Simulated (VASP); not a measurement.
Wanted: the native input for a VASP 6.6.1 run.

* Task: single point
* Functional: r2SCAN
* Potentials or basis: VASP PAW PBE potentials, release 64 (Na_pv, H)
* Cutoff: 520 eV
* k mesh: 8 × 8 × 8
* Occupations: gaussian, width 0.01 eV
* Spin: no spin polarisation
* Dipole correction: no
* Further INCAR settings: ALGO = Normal; EDIFF = 1e-07; NBANDS = 11

The system is NaH.

```
CELL_PARAMETERS angstrom
2.97452 0.04213 0.04213
0.04213 2.97452 0.04213
0.04213 0.04213 2.97452
ATOMIC_POSITIONS crystal
Na 0.00000 0.00000 0.00000
H 0.50000 0.50000 0.50000
```

This cell differs from its parent crystal: strain along [111] +4.3%.

These files were run (other wordings do the same):

POSCAR

```
NaH
1.0
    2.9745198934      0.0421286870      0.0421286870
    0.0421286870      2.9745198934      0.0421286870
    0.0421286870      0.0421286870      2.9745198934
Na H
1 1
Direct
    0.0000000000      0.0000000000      0.0000000000
    0.5000000000      0.5000000000      0.5000000000
```

INCAR.step1

```
SYSTEM = NaH
  PREC = Accurate
  ENCUT = 520
  ISMEAR = 0
  SIGMA = 0.01
  LREAL = .FALSE.
  LASPH = .TRUE.
  NELM = 100
  NBANDS = 11
  GGA = PE
  ALGO = Normal
  EDIFF = 1E-4
  LWAVE = .TRUE.
  LCHARG = .FALSE.
```

INCAR.step2

```
SYSTEM = NaH
  PREC = Accurate
  ENCUT = 520
  EDIFF = 1E-7
  ISMEAR = 0
  SIGMA = 0.01
  LREAL = .FALSE.
  LASPH = .TRUE.
  NELM = 100
  ALGO = Normal
  ISIF = 2
  LWAVE = .FALSE.
  LCHARG = .TRUE.
  METAGGA = R2SCAN
  LMIXTAU = .TRUE.
  LELF = .TRUE.
  LVHAR = .TRUE.
  NBANDS = 11
  ISTART = 1
```

KPOINTS

```
Automatic mesh
0
G
  8 8 8
  0 0 0
```

Potentials or basis: VASP PAW PBE potentials, release 64 (Na_pv, H).

Launch:

```bash
$ cat potpaw_PBE.64/Na_pv/POTCAR potpaw_PBE.64/H/POTCAR > POTCAR
$ cp INCAR.step1 INCAR
$ mpirun -np 1 vasp_std > vasp.out
$ cp INCAR.step2 INCAR
$ mpirun -np 1 vasp_std > vasp.out
```

It gave:

- Pressure: -1.2 GPa
- Band gap on the k mesh: 1.62 eV, indirect (least direct gap 5.04 eV)

Caveat: the cell differs from its parent crystal (strain along [111] +4.3%); the PAW data sets were made with another functional, which shifts forces and pressure a little.

Wall time 120 s on 1 thread of AMD EPYC 7R43 64-Core Processor (Zen 3), on a shared host, peak memory 0.11 GiB.
